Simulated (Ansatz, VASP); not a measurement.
# One calculation of InP, two programs

```xyz
2
Lattice="0.0000 2.8645 2.8645 2.8645 0.0000 2.8645 2.8645 2.8645 0.0000" Properties=species:S:1:pos:R:3 pbc="T T T"
In    0.0000    0.0000    0.0000
P     2.8645    2.8645    2.8645
```

Change from the starting cell: volume scaled by 1.01.

Alike in both runs: task single point; functional LDA; k mesh 11 × 11 × 11; occupations fermi-dirac, width 0.05 eV; no spin polarisation.

|  | VASP | Ansatz |
| --- | --- | --- |
| version | VASP 6.6.1 | Ansatz 0.2.0 |
| potentials or method | VASP PAW LDA potentials, release 64 (In_d, P), cutoff 520 eV | all-electron LAPW, scalar-relativistic |

```tsv
	VASP	Ansatz	Ansatz less VASP
pressure (GPa)	-10.0	-10.0	+0.01
```

LDA's correlation is that of Perdew and Zunger in VASP and of Perdew and Wang (1992) in Ansatz. Ansatz ran all-electron here, and VASP with PAW potentials.
